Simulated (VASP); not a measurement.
# Al5Ga12N16 (a cell with a defect) in VASP: further runs

Runs on Al5Ga12N16 (a cell with a defect). Level: PBEsol. Tasks: single point.

Everything below comes from runs of VASP 6.6.1. Logs are shortened: lines on timing, memory, paths and dates and some standing lists are left out, and cuts for length are marked.

## (1) The cell of the first run

The cell holds a defect, 33 atoms: a = 7.738 Å, b = 7.738 Å, c = 7.738 Å, α = 109.47°, β = 109.47°, γ = 109.47°.

## (2) Single point, PBEsol (with an interstitial atom, then relaxed in part)

The input, INCAR:

```
PREC = Accurate ; ENCUT = 520
EDIFF = 1E-6 ; ISMEAR = 0
SIGMA = 0.01 ; LREAL = Auto
LASPH = T ; NELM = 120
ALGO = Normal ; ISIF = 2
LWAVE = F ; LCHARG = T
GGA = PS ; LELF = T
LVHAR = T ; NBANDS = 148
NELECT = 248.0 ; GGA_COMPAT = F
```

The input, KPOINTS:

```
Automatic mesh
0
Gamma
  2 2 2
  0.5 0.5 0.5
```

The input, POSCAR:

```
Al5Ga12N16
1.0
   -4.4676279050      4.4676279050      4.4676279050
    4.4676279050     -4.4676279050      4.4676279050
    4.4676279050      4.4676279050     -4.4676279050
Al Ga N
5 12 16
Direct
    0.4986052668     -0.0070845594      0.5026186062
   -0.0076291668      0.4991806299      0.5026260497
    0.0048670944      0.0054250268      0.0088803961
    0.4985940895      0.4991697248     -0.0370393223
    0.4986174909      0.4991810362      0.2593958254
    0.7947781608      0.7953511740      0.5426482548
    0.2471619386      0.2477135469      0.4936902947
    0.2452813240      0.7404959600     -0.0038163981
    0.7399059773      0.2458327791     -0.0038268629
    0.2024347588      0.4991534321      0.2464564450
    0.7519513055     -0.0061685357      0.2495090345
    0.7500661722      0.4991831789      0.7451532070
    0.2572904946      0.0045154864      0.7548657352
    0.4986060235      0.7506226448      0.7451471685
    0.0039664669      0.2578689393      0.7548624283
   -0.0067489067      0.7524988998      0.2495197347
    0.4986282476      0.2030193326      0.2464932439
    0.4986100315      0.4991704856      0.7339116404
    0.0239580690      0.0245304640      0.7799080875
   -0.0267394808      0.4991627869      0.2545503658
    0.4986189587     -0.0261662659      0.2545622196
    0.4986175760      0.7377726048      0.4849295569
   -0.0017990512      0.2537932683      0.4995587062
   -0.0009685158      0.7542063950     -0.0000199536
    0.4986030939      0.2688938025      0.0151550110
    0.7372271117      0.4991810963      0.4849302473
    0.2532247599     -0.0012519149      0.4995536124
    0.2683409229      0.4991754873      0.0151617104
    0.7536463026     -0.0004058629     -0.0000257876
    0.2600177909      0.2605689481      0.2463252356
    0.7288746343      0.7294524582      0.2454308278
    0.7439986863      0.2441416953      0.7449384941
    0.2435836960      0.7445575086      0.7449453432
```

Potentials or basis: VASP PAW PBE potentials, release 64 (Al, Ga_d, N).

Run with:

```console
$ cat potpaw_PBE.64/Al/POTCAR potpaw_PBE.64/Ga_d/POTCAR potpaw_PBE.64/N/POTCAR > POTCAR
$ mpirun -np 1 vasp_std > vasp.out
```

OUTCAR:

```text
PREC = Accurate
   ENCUT = 520
   EDIFF = 1E-6
   ISMEAR = 0
   LREAL = Auto
   LASPH = T
   NELM = 120
   ISIF = 2
   GGA = PS
   NELECT = 248.0

 ion  position               nearest neighbor table
   1  0.499  0.993  0.503-  21 1.88  27 1.91  32 1.91  22 1.93  17 2.95  14 3.06   9 3.12  13 3.12
                             6 3.14  10 3.14
   2  0.992  0.499  0.503-  20 1.88  33 1.91  23 1.91  26 1.93  10 2.95  12 3.06  15 3.12   8 3.12
                            17 3.14   6 3.14
   3  0.005  0.005  0.009-  19 1.88  24 1.91  29 1.91  30 1.93   6 2.95   7 3.06  11 3.12  16 3.12
                            10 3.14  17 3.14
   4  0.499  0.499  0.963-  18 1.77  28 1.95  25 1.95  31 1.95   5 2.29  14 2.97   7 2.97  12 2.97
                            15 3.14   8 3.14   9 3.14  13 3.14  16 3.14  11 3.14
   5  0.499  0.499  0.259-  22 2.08  30 2.08  26 2.08  31 2.12  28 2.12  25 2.12  10 2.26   6 2.26
                            17 2.26   4 2.29
   6  0.795  0.795  0.543-  19 1.80  31 2.02  22 2.04  26 2.04   5 2.26   3 2.95   1 3.14   2 3.14

   7  0.247  0.248  0.494-  18 1.92  27 1.96  23 1.96  30 1.98   4 2.97   3 3.06
   8  0.245  0.740  0.996-  21 1.93  33 1.95  24 1.95  28 1.98   2 3.12   4 3.14
   9  0.740  0.246  0.996-  20 1.93  32 1.95  29 1.95  25 1.98   1 3.12   4 3.14
  10  0.202  0.499  0.246-  20 1.80  28 2.02  30 2.04  22 2.04   5 2.26   2 2.95   3 3.14   1 3.14
[... 11 lines left out ...]
  20  0.973  0.499  0.255-  10 1.80   2 1.88  16 1.93   9 1.93
  21  0.499  0.974  0.255-  17 1.80   1 1.88  11 1.93   8 1.93
  22  0.499  0.738  0.485-   1 1.93  14 1.98   6 2.04  10 2.04   5 2.08
  23  0.998  0.254  0.500-   2 1.91  15 1.95  11 1.95   7 1.96
  24  0.999  0.754  1.000-   3 1.91  16 1.95   8 1.95  12 1.96
  25  0.499  0.269  0.015-   4 1.95   9 1.98  13 1.98  17 2.02   5 2.12
  26  0.737  0.499  0.485-   2 1.93  12 1.98  17 2.04   6 2.04   5 2.08
  27  0.253  0.999  0.500-   1 1.91  13 1.95  16 1.95   7 1.96
  28  0.268  0.499  0.015-   4 1.95  15 1.98   8 1.98  10 2.02   5 2.12
  29  0.754  1.000  1.000-   3 1.91  11 1.95   9 1.95  14 1.96
  30  0.260  0.261  0.246-   3 1.93   7 1.98  17 2.04  10 2.04   5 2.08
  31  0.729  0.729  0.245-   4 1.95  11 1.98  16 1.98   6 2.02   5 2.12
  32  0.744  0.244  0.745-   1 1.91   9 1.95  15 1.95  12 1.96
  33  0.244  0.745  0.745-   2 1.91   8 1.95  13 1.95  14 1.96

  LATTYP: Found a body centered cubic cell.
 ALAT       =     8.9352558100

  Lattice vectors:

 A1 = (  -4.4676279050,   4.4676279050,   4.4676279050)
 A2 = (   4.4676279050,  -4.4676279050,   4.4676279050)
 A3 = (   4.4676279050,   4.4676279050,  -4.4676279050)

Analysis of symmetry for initial positions (statically):
=====================================================================
 Subroutine PRICEL returns:
 Original cell was already a primitive cell.

 Routine SETGRP: Setting up the symmetry group for a
 body centered cubic supercell.

 Subroutine GETGRP returns: Found  1 space group operations
 (whereof  1 operations were pure point group operations)
 out of a pool of 48 trial point group operations.

The static configuration has the point symmetry C_1 .

Analysis of symmetry for dynamics (positions and initial velocities):
=====================================================================
 Subroutine PRICEL returns:
 Original cell was already a primitive cell.

 Routine SETGRP: Setting up the symmetry group for a
 body centered cubic supercell.

 Subroutine GETGRP returns: Found  1 space group operations
 (whereof  1 operations were pure point group operations)
 out of a pool of 48 trial point group operations.

The dynamic configuration has the point symmetry C_1 .

 Subroutine INISYM returns: Found  1 space group operations
 (whereof  1 operations are pure point group operations),
 and found     1 'primitive' translations

----------------------------------------------------------------------------------------

                                     Primitive cell

  volume of cell :     356.6900

  direct lattice vectors                    reciprocal lattice vectors
    -4.467627905  4.467627905  4.467627905     0.000000000  0.111916214  0.111916214
     4.467627905 -4.467627905  4.467627905     0.111916214  0.000000000  0.111916214
     4.467627905  4.467627905 -4.467627905     0.111916214  0.111916214  0.000000000

  length of vectors
     7.738158521  7.738158521  7.738158521     0.158273427  0.158273427  0.158273427

  position of ions in fractional coordinates (direct lattice)
     0.498605267  0.992915441  0.502618606
     0.992370833  0.499180630  0.502626050
     0.004867094  0.005425027  0.008880396
     0.498594090  0.499169725  0.962960678
     0.498617491  0.499181036  0.259395825
     0.794778161  0.795351174  0.542648255
[... 25 lines left out ...]
     0.743998686  0.244141695  0.744938494
     0.243583696  0.744557509  0.744945343

  ion indices of the primitive-cell ions
   primitive index   ion index
                 1           1
                 2           2
                 3           3
                 4           4
                 5           5
                 6           6
[... 25 lines left out ...]
                32          32
                33          33

----------------------------------------------------------------------------------------

 KPOINTS: Automatic mesh

Automatic generation of k-mesh.
 Grid dimensions read from file:
 generate k-points for:    2    2    2

 Generating k-lattice:

  Cartesian coordinates                     Fractional coordinates (reciprocal lattice)
     0.000000000  0.055958107  0.055958107     0.500000000  0.000000000  0.000000000
     0.055958107  0.000000000  0.055958107     0.000000000  0.500000000  0.000000000
     0.055958107  0.055958107  0.000000000     0.000000000  0.000000000  0.500000000

  Length of vectors
     0.079136714  0.079136714  0.079136714

  Shift w.r.t. Gamma in fractional coordinates (k-lattice)
     0.500000000  0.500000000  0.500000000

 Subroutine IBZKPT returns following result:
 ===========================================

 Found      4 irreducible k-points:

 Following reciprocal coordinates:
            Coordinates               Weight
  0.250000  0.250000  0.250000      2.000000
 -0.250000  0.250000  0.250000      2.000000
  0.250000 -0.250000  0.250000      2.000000
  0.250000  0.250000 -0.250000      2.000000
   k-points           NKPTS =      4   k-points in BZ     NKDIM =      4   number of bands    NBANDS=    148
   number of dos      NEDOS =    301   number of ions     NIONS =     33
   total plane-waves  NPLWV = 216000
   dimension x,y,z NGX =    60 NGY =   60 NGZ =   60
   dimension x,y,z NGXF=   120 NGYF=  120 NGZF=  120
   ions per type =               5  12  16
   NGX,Y,Z   is equivalent  to a cutoff of  12.89, 12.89, 12.89 a.u.
   NGXF,Y,Z  is equivalent  to a cutoff of  25.78, 25.78, 25.78 a.u.
 SYSTEM =  unknown system
   PREC   = accura    normal or accurate (medium, high low for compatibility)
   ISTART =      0    job   : 0-new  1-cont  2-samecut
   ICHARG =      2    charge: 1-file 2-atom 10-const
   ISPIN  =      1    spin polarized calculation?
   LNONCOLLINEAR =      F non collinear calculations
   LSORBIT =      F    spin-orbit coupling
   LASPH  =      T    aspherical Exc in radial PAW
   ENCUT  =  520.0 eV  38.22 Ry    6.18 a.u.  14.39 14.39 14.39*2*pi/ulx,y,z
   NELM   =    120;   NELMIN=  2; NELMDL= -5     # of ELM steps
   EDIFF  = 0.1E-05   stopping-criterion for ELM
   LREAL  =      T    real-space projection
   EDIFFG = 0.1E-04   stopping-criterion for IOM
   NSW    =      0    number of steps for IOM
   IBRION =     -1    ionic relax: 0-MD 1-quasi-New 2-CG
   NFREE  =      0    steps in history (QN), initial steepest desc. (CG)
   ISIF   =      2    stress and relaxation
   ISYM   =      2    0-nonsym 1-usesym 2-fastsym
   POTIM  = 0.5000    time-step for ionic-motion
   TEBEG  =    0.0;   TEEND  =   0.0 temperature during run
   PSTRESS=    0.0 pullay stress
   NELECT =     248.0000    total number of electrons
   NUPDOWN=      -1.0000    fix difference up-down
   EMIN   =  10.00;   EMAX   =-10.00  energy-range for DOS
   EFERMI =   0.00;   METHOD = LEGACY
   ISMEAR =     0;   SIGMA  =   0.01  broadening in eV -4-tet -1-fermi 0-gaus
   EFERMI_NEDOS =   21; number of points for ismear=-14 and -15
   IALGO  =     38    algorithm
   IMIX   =      4    mixing-type and parameters
     AMIX     =   0.40;   BMIX     =  1.00
     AMIX_MAG =   1.60;   BMIX_MAG =  1.00
  volume/ion in A,a.u.               =      10.81        72.94
  Fermi-wavevector in a.u.,A,eV,Ry     =   1.450313  2.740694 28.618600  2.103408
  Thomas-Fermi vector in A             =   2.567939
   LORBIT       =      0    0 simple, 1 ext, 2 COOP (PROOUT), +10 PAW based schemes
   GGA     = PS    functional components
   LHFCALC =     F    Hartree Fock is set to
   AEXX    =    0.0000 exact exchange contribution
   IVDW    =     0    specifies the selected vdW correction
   LEPSILON=     F    determine dielectric tensor
   LRPA    =     F    only Hartree local field effects (RPA)
 non-spin polarized calculation
 Gauss-broadening in eV      SIGMA  =   0.01
  energy-cutoff  :      520.00
  volume of cell :      356.69
 maximum number of plane-waves:      9604
 NGX is ok and might be reduce to    60
   NGX = 29   NGY = 29   NGZ = 29

 number of electron     248.0000015 magnetization

 Free energy of the ion-electron system (eV)
  ---------------------------------------------------
  ext. energy  EPLUGINS =         0.00000000
  ---------------------------------------------------
  free energy    TOTEN  =      -241.80152850 eV

  energy without entropy =     -241.80152850  energy(sigma->0) =     -241.80152850

 E-fermi :   5.5389     XC(G=0): -11.8085

 val. band max:        5.4320433563   @ k =   0.2500   0.2500   0.2500
 cond. band min:       9.0674749936   @ k =  -0.2500   0.2500   0.2500
 fundamental gap:      3.6354316373
 Fermi energy:         5.5389081832

 k-point     1 :       0.2500    0.2500    0.2500
  band No.  band energies     occupation
      1     -10.0156      2.00000
      2      -9.6944      2.00000
      3      -9.6943      2.00000
      4      -9.4375      2.00000
      5      -9.1566      2.00000
      6      -9.0056      2.00000
[... 545 lines left out ...]
    135      11.4001      0.00000
    136      11.7832      0.00000
 [bands above 136 left out]

------------------------ aborting loop because EDIFF is reached ----------------------------------------

  FORCE on cell =-STRESS in cart. coord.  units (eV):
  Direction    XX          YY          ZZ          XY          YZ          ZX
  --------------------------------------------------------------------------------------
  -------------------------------------------------------------------------------------
  Total      -23.5902723    -23.5965886    -23.5912415     -0.2537041      0.2557564      0.2519245
  in kB     -105.9625888   -105.9909604   -105.9669422     -1.1395859      1.1488044      1.1315925
  external PRESSURE =    -105.9734972 kB  Pullay stress =       0.0000000 kB

 VOLUME and BASIS-vectors are now :
 -----------------------------------------------------------------------------
  energy-cutoff  :      520.00
  volume of cell :      356.69
      direct lattice vectors                 reciprocal lattice vectors
    -4.467627905  4.467627905  4.467627905     0.000000000  0.111916214  0.111916214
     4.467627905 -4.467627905  4.467627905     0.111916214  0.000000000  0.111916214
     4.467627905  4.467627905 -4.467627905     0.111916214  0.111916214  0.000000000

 POSITION                                       TOTAL-FORCE (eV/Angst)
 -----------------------------------------------------------------------------------
      4.45391      0.03712      4.41805        -0.004640     -0.000951      0.002786
      0.04216      4.44894      4.41815        -0.001717     -0.005392      0.001130
      0.04217      0.03718      0.00631        -0.001951     -0.002243      0.006702
      4.30472      4.29958      0.15549         0.010476      0.010711     -0.008671
      1.16140      1.15637      3.29891         0.001905      0.000591     -0.003781
      2.42691      2.42179      4.67976         0.029763      0.030114      0.034832
[... 25 lines left out ...]
      1.09493      5.56128      1.08654         0.007175      0.004749      0.005009
      5.56630      1.08997      1.08651         0.005629      0.006334      0.005276
 -----------------------------------------------------------------------------------
    total drift:                               -0.007473     -0.011166     -0.002021

  FREE ENERGIE OF THE ION-ELECTRON SYSTEM (eV)
  ---------------------------------------------------
  free  energy   TOTEN  =      -241.8015285041 eV

  energy  without entropy=     -241.8015285041  energy(sigma->0) =     -241.80152850
```

It took 14 min on 1 thread of AMD EPYC 7R43 (Zen 3), shared host; peak memory 0.52 GiB.

What came out:

```
Free energy   : -241.8015 eV
Largest force : 0.057 eV/Å
```

Forces on the atoms (eV/Å):
```
Al  -0.005 -0.001  0.003
Al  -0.002 -0.005  0.001
Al  -0.002 -0.002  0.007
Al   0.010  0.011 -0.009
Al   0.002  0.001 -0.004
Ga   0.030  0.030  0.035
Ga   0.011  0.011  0.006
Ga   0.012  0.008  0.011
Ga   0.006  0.013  0.012
Ga   0.031 -0.035 -0.032
Ga   0.012 -0.012 -0.009
Ga   0.008 -0.004 -0.009
Ga   0.009 -0.012 -0.012
Ga  -0.005  0.010 -0.009
Ga  -0.012  0.007 -0.012
Ga  -0.012  0.009 -0.008
Ga  -0.036  0.031 -0.032
N   -0.024 -0.023  0.024
N   -0.032 -0.031 -0.011
N   -0.032  0.011  0.032
N    0.011 -0.032  0.032
N    0.012  0.002 -0.004
N   -0.006  0.007 -0.005
N   -0.005  0.006 -0.007
N   -0.010 -0.002  0.003
N    0.004  0.012 -0.003
N    0.007 -0.005 -0.006
N   -0.002 -0.011  0.003
N    0.005 -0.005 -0.007
N    0.003  0.004 -0.012
N   -0.003 -0.002  0.011
N    0.007  0.005  0.005
N    0.006  0.006  0.005
```

Levels at points of the mesh, in eV from the Fermi level:
```csv
k point,band 122,band 123,band 124,band 125,band 126,band 127
"(0.25, 0.25, 0.25)",-0.13,-0.13,-0.11,4.18,4.37,4.37
```

Caveat: the cell carries a net charge on a neutralising background, which shifts energy and pressure; the cell differs from its parent crystal (with an interstitial atom, then relaxed in part); the cell is charged against a uniform background, so pressure and absolute levels hang on convention; the PAW data sets were made with another functional, which shifts forces and pressure a little.

[end of part 1 of 2]
